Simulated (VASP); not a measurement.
# Si2Ge3 (P6/mmm) in VASP: a series of runs

The runs below take Si2Ge3 through single point, relaxation of cell and atoms, with PBE.

Everything below comes from runs of VASP 6.6.1. Logs are shortened: lines on timing, memory, paths and dates and some standing lists are left out, and cuts for length are marked.

## Step 1: The cell of the first run

Symmetry: P6/mmm, No. 191, hexagonal system. Conventional cell: a = 4.306 Å, b = 4.306 Å, c = 6.259 Å, α = 90.00°, β = 90.00°, γ = 120.00°. Si (site symmetry 6/mmm) has 6 Ge at 2.15 Å within 2.8 Å. Si (site symmetry 6/mmm) has 2 Si at 3.13 Å and 12 Ge at 3.80 Å within 4.1 Å. Ge (site symmetry mmm) has 2 Si at 2.15 Å and 4 Ge at 2.15 Å within 2.8 Å.

## Step 2: Single point, PBE

Input file INCAR:

```
  ALGO = Normal
  EDIFF = 1E-6
  ENCUT = 520
  GGA = PE
  ISIF = 2
  ISMEAR = 0
  LASPH = T
  LCHARG = T
  LELF = T
  LREAL = F
  LVHAR = T
  LWAVE = F
  NBANDS = 33
  NELM = 100
  PREC = Accurate
  SIGMA = 0.1
```

Input file KPOINTS:

```
k-points
0
Gamma
  6 6 4
```

Input file POSCAR:

```
Si2Ge3
1.0
    4.3063530600      0.0000000000      0.0000000000
   -2.1531765300      3.7294111500      0.0000000000
    0.0000000000      0.0000000000      6.2592575900
Si Ge
2 3
Direct
    0.0000000000      0.0000000000      0.0000000000
    0.0000000000      0.0000000000      0.5000000000
    0.5000000000      0.0000000000      0.0000000000
    0.0000000000      0.5000000000      0.0000000000
    0.5000000000      0.5000000000      0.0000000000
```

Potentials or basis: VASP PAW PBE potentials, release 64 (Si, Ge_d).

Command:

```bash
> cat potpaw_PBE.64/Si/POTCAR potpaw_PBE.64/Ge_d/POTCAR > POTCAR
> mpirun -np 1 vasp_std > vasp.out
```

OUTCAR:

```text
EDIFF = 1E-6
   ENCUT = 520
   GGA = PE
   ISIF = 2
   ISMEAR = 0
   LASPH = T
   LREAL = F
   NELM = 100
   PREC = Accurate

 ion  position               nearest neighbor table
   1  0.000  0.000  0.000-   3 2.15   3 2.15   5 2.15   4 2.15   4 2.15   5 2.15   2 3.13   2 3.13

   2  0.000  0.000  0.500-   1 3.13   1 3.13
   3  0.500  0.000  0.000-   1 2.15   1 2.15   5 2.15   5 2.15   4 2.15   4 2.15
   4  0.000  0.500  0.000-   5 2.15   5 2.15   1 2.15   1 2.15   3 2.15   3 2.15
   5  0.500  0.500  0.000-   4 2.15   4 2.15   1 2.15   3 2.15   3 2.15   1 2.15

  LATTYP: Found a hexagonal cell.
 ALAT       =     4.3063530600
 C/A-ratio  =     1.4534938271

  Lattice vectors:

 A1 = (   4.3063530600,   0.0000000000,   0.0000000000)
 A2 = (  -2.1531765300,   3.7294111500,   0.0000000000)
 A3 = (   0.0000000000,   0.0000000000,   6.2592575900)

Analysis of symmetry for initial positions (statically):
=====================================================================
 Subroutine PRICEL returns:
 Original cell was already a primitive cell.

 Routine SETGRP: Setting up the symmetry group for a
 hexagonal supercell.

 Subroutine GETGRP returns: Found 24 space group operations
 (whereof 24 operations were pure point group operations)
 out of a pool of 24 trial point group operations.

The static configuration has the point symmetry D_6h.

Analysis of symmetry for dynamics (positions and initial velocities):
=====================================================================
 Subroutine PRICEL returns:
 Original cell was already a primitive cell.

 Routine SETGRP: Setting up the symmetry group for a
 hexagonal supercell.

 Subroutine GETGRP returns: Found 24 space group operations
 (whereof 24 operations were pure point group operations)
 out of a pool of 24 trial point group operations.

The dynamic configuration has the point symmetry D_6h.

 Subroutine INISYM returns: Found 24 space group operations
 (whereof 24 operations are pure point group operations),
 and found     1 'primitive' translations

----------------------------------------------------------------------------------------

                                     Primitive cell

  volume of cell :     100.5247

  direct lattice vectors                    reciprocal lattice vectors
     4.306353060  0.000000000  0.000000000     0.232215052  0.134069423  0.000000000
    -2.153176530  3.729411150  0.000000000     0.000000000  0.268138845  0.000000000
     0.000000000  0.000000000  6.259257590     0.000000000  0.000000000  0.159763356

  length of vectors
     4.306353060  4.306353062  6.259257590     0.268138846  0.268138845  0.159763356

  position of ions in fractional coordinates (direct lattice)
     0.000000000  0.000000000  0.000000000
     0.000000000  0.000000000  0.500000000
     0.500000000  0.000000000  0.000000000
     0.000000000  0.500000000  0.000000000
     0.500000000  0.500000000  0.000000000

  ion indices of the primitive-cell ions
   primitive index   ion index
                 1           1
                 2           2
                 3           3
                 4           4
                 5           5

----------------------------------------------------------------------------------------

 KPOINTS: k-points

Automatic generation of k-mesh.
 Grid dimensions read from file:
 generate k-points for:    6    6    4

 Generating k-lattice:

  Cartesian coordinates                     Fractional coordinates (reciprocal lattice)
     0.038702509  0.022344904  0.000000000     0.166666667  0.000000000  0.000000000
     0.000000000  0.044689808  0.000000000     0.000000000  0.166666667  0.000000000
     0.000000000  0.000000000  0.039940839     0.000000000  0.000000000  0.250000000

  Length of vectors
     0.044689808  0.044689808  0.039940839

  Shift w.r.t. Gamma in fractional coordinates (k-lattice)
     0.000000000  0.000000000  0.000000000

 Subroutine IBZKPT returns following result:
 ===========================================

 Found     21 irreducible k-points:

 Following reciprocal coordinates:
            Coordinates               Weight
  0.000000  0.000000  0.000000      1.000000
  0.166667  0.000000  0.000000      6.000000
  0.333333  0.000000  0.000000      6.000000
  0.500000  0.000000  0.000000      3.000000
  0.166667  0.166667  0.000000      6.000000
  0.333333  0.166667  0.000000     12.000000
[... 13 lines left out ...]
  0.333333  0.166667  0.500000     12.000000
  0.333333  0.333333  0.500000      2.000000
   k-points           NKPTS =     21   k-points in BZ     NKDIM =     21   number of bands    NBANDS=     33
   number of dos      NEDOS =    301   number of ions     NIONS =      5
   total plane-waves  NPLWV =  49152
   dimension x,y,z NGX =    32 NGY =   32 NGZ =   48
   dimension x,y,z NGXF=    64 NGYF=   64 NGZF=   96
   ions per type =               2   3
   NGX,Y,Z   is equivalent  to a cutoff of  12.35, 12.35, 12.75 a.u.
   NGXF,Y,Z  is equivalent  to a cutoff of  24.71, 24.71, 25.50 a.u.
 SYSTEM =  unknown system
   PREC   = accura    normal or accurate (medium, high low for compatibility)
   ISTART =      0    job   : 0-new  1-cont  2-samecut
   ICHARG =      2    charge: 1-file 2-atom 10-const
   ISPIN  =      1    spin polarized calculation?
   LNONCOLLINEAR =      F non collinear calculations
   LSORBIT =      F    spin-orbit coupling
   LASPH  =      T    aspherical Exc in radial PAW
   ENCUT  =  520.0 eV  38.22 Ry    6.18 a.u.   8.01  8.01 11.64*2*pi/ulx,y,z
   NELM   =    100;   NELMIN=  2; NELMDL= -5     # of ELM steps
   EDIFF  = 0.1E-05   stopping-criterion for ELM
   LREAL  =      F    real-space projection
   EDIFFG = 0.1E-04   stopping-criterion for IOM
   NSW    =      0    number of steps for IOM
   IBRION =     -1    ionic relax: 0-MD 1-quasi-New 2-CG
   NFREE  =      0    steps in history (QN), initial steepest desc. (CG)
   ISIF   =      2    stress and relaxation
   ISYM   =      2    0-nonsym 1-usesym 2-fastsym
   POTIM  = 0.5000    time-step for ionic-motion
   TEBEG  =    0.0;   TEEND  =   0.0 temperature during run
   PSTRESS=    0.0 pullay stress
   NELECT =      50.0000    total number of electrons
   NUPDOWN=      -1.0000    fix difference up-down
   EMIN   =  10.00;   EMAX   =-10.00  energy-range for DOS
   EFERMI =   0.00;   METHOD = LEGACY
   ISMEAR =     0;   SIGMA  =   0.10  broadening in eV -4-tet -1-fermi 0-gaus
   EFERMI_NEDOS =   21; number of points for ismear=-14 and -15
   IALGO  =     38    algorithm
   IMIX   =      4    mixing-type and parameters
     AMIX     =   0.40;   BMIX     =  1.00
     AMIX_MAG =   1.60;   BMIX_MAG =  1.00
  volume/ion in A,a.u.               =      20.10       135.67
  Fermi-wavevector in a.u.,A,eV,Ry     =   1.297101  2.451166 22.891422  1.682472
  Thomas-Fermi vector in A             =   2.428515
   LORBIT       =      0    0 simple, 1 ext, 2 COOP (PROOUT), +10 PAW based schemes
   GGA     = PE    functional components
   LHFCALC =     F    Hartree Fock is set to
   AEXX    =    0.0000 exact exchange contribution
   IVDW    =     0    specifies the selected vdW correction
   LEPSILON=     F    determine dielectric tensor
   LRPA    =     F    only Hartree local field effects (RPA)
 non-spin polarized calculation
 Gauss-broadening in eV      SIGMA  =   0.10
  energy-cutoff  :      520.00
  volume of cell :      100.52
 maximum number of plane-waves:      2748
   NGX = 17   NGY = 17   NGZ = 23

 number of electron      50.0000014 magnetization

 Free energy of the ion-electron system (eV)
  ---------------------------------------------------
  ext. energy  EPLUGINS =         0.00000000
  ---------------------------------------------------
  free energy    TOTEN  =        -8.01106293 eV

  energy without entropy =       -7.98864869  energy(sigma->0) =       -7.99985581

 E-fermi :   5.9602     XC(G=0):  -9.8154

 val. band max:        5.9128085320   @ k =   0.5000   0.0000   0.5000
 cond. band min:       5.9707143299   @ k =   0.1667   0.0000   0.0000
 fundamental gap:      0.0579057979
 Fermi energy:         5.9601512337

 k-point     1 :       0.0000    0.0000    0.0000
  band No.  band energies     occupation
      1     -20.8190      2.00000
      2     -20.5178      2.00000
      3     -20.5178      2.00000
      4     -20.1489      2.00000
      5     -20.1224      2.00000
      6     -19.8610      2.00000
[... 25 lines left out ...]
     32      10.5312      0.00000
     33      10.5312      0.00000

 k-point     2 :       0.1667    0.0000    0.0000
  band No.  band energies     occupation
      1     -20.7449      2.00000
      2     -20.4971      2.00000
      3     -20.4340      2.00000
      4     -20.1149      2.00000
      5     -20.0840      2.00000
      6     -19.8568      2.00000
[... 25 lines left out ...]
     32      12.0728      0.00000
     33      12.4325      0.00000

 k-point     3 :       0.3333    0.0000    0.0000
  band No.  band energies     occupation
      1     -20.5944      2.00000
      2     -20.4108      2.00000
      3     -20.2033      2.00000
      4     -20.0356      2.00000
      5     -19.9728      2.00000
      6     -19.8322      2.00000
[... 25 lines left out ...]
     32      11.3825      0.00000
     33      11.4177      0.00000

 k-point     4 :       0.5000    0.0000    0.0000
  band No.  band energies     occupation
      1     -20.5444      2.00000
      2     -20.2665      2.00000
      3     -19.9908      2.00000
      4     -19.9708      2.00000
      5     -19.9491      2.00000
      6     -19.8329      2.00000
[... 565 lines left out ...]
     32      11.5838      0.00000
     33      11.7795      0.00000

 k-point    20 :       0.3333    0.1667    0.5000
  band No.  band energies     occupation
      1     -20.4767      2.00000
      2     -20.3283      2.00000
      3     -20.0703      2.00000
      4     -19.9733      2.00000
      5     -19.9606      2.00000
      6     -19.8307      2.00000
[... 25 lines left out ...]
     32      10.8946      0.00000
     33      11.9362      0.00000

 k-point    21 :       0.3333    0.3333    0.5000
  band No.  band energies     occupation
      1     -20.3331      2.00000
      2     -20.2069      2.00000
      3     -20.2069      2.00000
      4     -19.9646      2.00000
      5     -19.9646      2.00000
      6     -19.8744      2.00000
[... 25 lines left out ...]
     32      12.1971      0.00000
     33      12.1971      0.00000

------------------------ aborting loop because EDIFF is reached ----------------------------------------

  FORCE on cell =-STRESS in cart. coord.  units (eV):
  Direction    XX          YY          ZZ          XY          YZ          ZX
  --------------------------------------------------------------------------------------
  -------------------------------------------------------------------------------------
  Total       57.8833943     57.8833944     -5.5855185      0.0000000      0.0000000      0.0000000
  in kB      922.5541151    922.5541163    -89.0228219      0.0000000      0.0000000      0.0000000
  external PRESSURE =     585.3618032 kB  Pullay stress =       0.0000000 kB

 VOLUME and BASIS-vectors are now :
 -----------------------------------------------------------------------------
  energy-cutoff  :      520.00
  volume of cell :      100.52
      direct lattice vectors                 reciprocal lattice vectors
     4.306353060  0.000000000  0.000000000     0.232215052  0.134069423  0.000000000
    -2.153176530  3.729411150  0.000000000     0.000000000  0.268138845  0.000000000
     0.000000000  0.000000000  6.259257590     0.000000000  0.000000000  0.159763356

 POSITION                                       TOTAL-FORCE (eV/Angst)
 -----------------------------------------------------------------------------------
      0.00000      0.00000      0.00000        -0.000000      0.000000      0.000000
      0.00000      0.00000      3.12963        -0.000000      0.000000      0.000000
      2.15318      0.00000      0.00000        -0.000000      0.000000      0.000000
     -1.07659      1.86471      0.00000        -0.000000      0.000000      0.000000
      1.07659      1.86471      0.00000         0.000000      0.000000      0.000000
 -----------------------------------------------------------------------------------
    total drift:                               -0.000000      0.000000     -0.000000

  FREE ENERGIE OF THE ION-ELECTRON SYSTEM (eV)
  ---------------------------------------------------
  free  energy   TOTEN  =        -8.0110629275 eV

  energy  without entropy=       -7.9886486864  energy(sigma->0) =       -7.99985581
```

It took 30 s on 1 thread of Intel Xeon 6975P-C (Granite Rapids), shared host; peak memory 0.23 GiB.

Results:

```yaml
Free_energy: -8.0111 eV
Pressure: 58.5 GPa
Band_gap_on_the_k_mesh: zero (band 25 reaches 6.84 eV, above the bottom of band 26 at 5.40 eV)
```

Stress tensor (GPa, compression positive):
```
92.26  0.00  0.00
 0.00 92.26  0.00
 0.00  0.00 -8.90
```

Levels at points of the mesh, in eV from the Fermi level:
```
           k point  band 22  band 23  band 24  band 25  band 26  band 27  band 28  band 29
(0.00, 0.00, 0.00)    -5.13    -5.13    -3.69     0.85     1.73     1.73     3.30     3.30
(0.50, 0.00, 0.00)    -4.05    -1.24     0.06     0.88     1.05     1.15     1.17     2.86
(0.00, 0.00, 0.50)    -5.12    -4.86    -3.95    -0.64     1.34     1.34     2.30     3.08
(0.50, 0.00, 0.50)    -2.64    -0.22    -0.05     0.06     0.06     1.15     1.40     2.90
```

## Step 3: Single point, PBE

This run uses another cell than the first one, of 24.55 Å³/atom, 1.221 times its volume.

Input file INCAR:

```
PREC = Accurate
ENCUT = 520
EDIFF = 1E-7
ISMEAR = 0
SIGMA = 0.1
LREAL = F
LASPH = T
NELM = 80
ALGO = Normal
ISIF = 2
LWAVE = F
LCHARG = T
GGA = PE
LELF = T
LVHAR = T
NBANDS = 33
```

Input file KPOINTS:

```
Automatic mesh
0
Gamma
  6 6 4
```

Edit POSCAR of step 2 so:

```diff
@@ -2,5 +2,5 @@
 1.0
-    4.3063530600      0.0000000000      0.0000000000
-   -2.1531765300      3.7294111500      0.0000000000
-    0.0000000000      0.0000000000      6.2592575900
+    5.4815746914      0.0000000000      0.0000000000
+   -2.7407873457      4.7471829355      0.0000000000
+    0.0000000000      0.0000000000      4.7164605970
 Si Ge
```

Potentials or basis: VASP PAW PBE potentials, release 64 (Si, Ge_d).

Command:

```bash
> cat potpaw_PBE.64/Si/POTCAR potpaw_PBE.64/Ge_d/POTCAR > POTCAR
> mpirun -np 1 vasp_std > vasp.out
```

Wall time 43 s (1 thread of Intel Xeon 6975P-C (Granite Rapids), shared host); peak memory 0.26 GiB.

The run converged. Its results:

```
Free energy            : -20.2536 eV
Pressure               : -0.1 GPa
Band gap on the k mesh : zero (band 25 reaches 5.62 eV, above the bottom of band 26 at 3.75 eV)
```

Levels at points of the mesh, in eV from the Fermi level:
```
           k point  band 22  band 23  band 24  band 25  band 26  band 27  band 28  band 29
(0.00, 0.00, 0.00)    -4.58    -4.52    -2.96    -0.07     1.69     1.69     2.58     2.58
(0.50, 0.00, 0.00)    -1.42    -0.98    -0.71    -0.59     0.24     1.08     1.41     1.73
(0.00, 0.00, 0.50)    -4.70    -4.48    -1.70    -0.42    -0.42     1.24     1.24     3.43
(0.50, 0.00, 0.50)    -1.24    -1.22    -0.95    -0.43     0.38     0.42     2.19     2.74
```

## Step 4: Relaxation of cell and atoms, PBE

Input file INCAR:

```
SYSTEM = Si2Ge3
PREC     = Accurate       ! precision mode
ENCUT    = 600            ! plane-wave cutoff, eV
EDIFF    = 1E-6           ! SCF threshold, eV
ISMEAR   = 0              ! smearing method
SIGMA    = 0.1            ! smearing width, eV
LREAL    = .False.        ! projectors in reciprocal space
LASPH    = .True.         ! aspherical terms in the spheres
NELM     = 80             ! most SCF steps
ALGO     = Normal         ! electronic algorithm
ISIF     = 3              ! what is computed and relaxed
LWAVE    = .False.        ! write WAVECAR
LCHARG   = .False.        ! write CHGCAR
GGA      = PE             ! functional
IBRION   = 2              ! ionic algorithm
NSW      = 90             ! ionic steps
EDIFFG   = -0.04          ! ionic threshold
```

Input file KPOINTS:

```
regular mesh
0
Gamma
  6 6 4
  0 0 0
```

Edit POSCAR of step 3 so:

```diff
@@ -2,5 +2,5 @@
 1.0
-    5.4815746914      0.0000000000      0.0000000000
-   -2.7407873457      4.7471829355      0.0000000000
-    0.0000000000      0.0000000000      4.7164605970
+    4.3063530600      0.0000000000      0.0000000000
+   -2.1531765300      3.7294111500      0.0000000000
+    0.0000000000      0.0000000000      6.2592575900
 Si Ge
```

Command:

```bash
> cat potpaw_PBE.64/Si/POTCAR potpaw_PBE.64/Ge_d/POTCAR > POTCAR
> mpirun -np 1 vasp_std > vasp.out
```

Wall time 6.1 min (1 thread of Intel Xeon 6975P-C (Granite Rapids), shared host); peak memory 0.28 GiB.

Results (log left out):

```yaml
Free_energy: -20.2273 eV
Relaxed_volume: 24.40 Å³/atom
Relaxed_cell: a = 5.474 Å, b = 5.474 Å, c = 4.702 Å, α = 90.00°, β = 90.00°, γ = 120.00°
Space_group_after_relaxing_to_0.05_Å: P6/mmm (No. 191)
Energy_gained_by_relaxing: 2443.2 meV/atom
Ionic_steps: 14
Pressure_after_relaxing: 0.1 GPa
Band_gap_on_the_k_mesh: zero (band 25 reaches 5.68 eV, above the bottom of band 26 at 3.79 eV)
```

Stress tensor (GPa, compression positive):
```
0.01 0.00 0.00
0.00 0.01 0.00
0.00 0.00 0.20
```

Step by step:
```tsv
step	energy change (eV)	largest force (eV/Å)	pressure (GPa)	volume (Å³)
1	0.0000	0.0000	58.57	100.52
2	-7.6769	0.0000	-9.28	231.13
3	-10.6391	0.0000	-3.40	159.26
4	-10.6398	0.0000	-3.12	157.97
5	-11.3003	0.0000	-3.20	146.97
6	-12.0215	0.0000	-2.38	133.39
7	-11.2215	0.0000	10.05	105.87
8	-12.1832	0.0000	-1.37	127.30
9	-12.2123	0.0000	-0.62	124.09
10	-12.2136	0.0000	-0.49	123.40
11	-12.2132	0.0000	-0.29	122.70
12	-12.2149	0.0000	0.23	121.41
13	-12.2150	0.0000	0.16	121.67
14	-12.2160	0.0000	0.07	122.00
```

Final structure:
```
Si Ge
1.0
     5.47356    0.00000    0.00000
    -2.73678    4.74024    0.00000
     0.00000    0.00000    4.70206
Si Ge
2 3
Direct
  0.00000 0.00000 0.00000
  0.00000 0.00000 0.50000
  0.50000 0.00000 0.00000
  0.00000 0.50000 0.00000
  0.50000 0.50000 0.00000
```

Levels at points of the mesh, in eV from the Fermi level:
| k point | band 21 | band 22 | band 23 | band 24 | band 25 | band 26 | band 27 | band 28 | band 29 | band 30 |
| --- | --- | --- | --- | --- | --- | --- | --- | --- | --- | --- |
| (0.00, 0.00, 0.00) | -5.08 | -4.60 | -4.55 | -2.94 | -0.08 | 1.69 | 1.69 | 2.59 | 2.59 | 4.40 |
| (0.50, 0.00, 0.00) | -3.95 | -1.43 | -0.99 | -0.72 | -0.59 | 0.22 | 1.08 | 1.41 | 1.73 | 1.76 |
| (0.00, 0.00, 0.50) | -4.73 | -4.73 | -4.50 | -1.71 | -0.44 | -0.44 | 1.23 | 1.23 | 3.46 | 3.48 |
| (0.50, 0.00, 0.50) | -3.18 | -1.24 | -1.24 | -0.94 | -0.44 | 0.37 | 0.41 | 2.20 | 2.75 | 2.88 |

Caveat: the volume moved by over 15 % at a fixed basis, so the end points are rough.

(Part 1 of 2 ends here.)
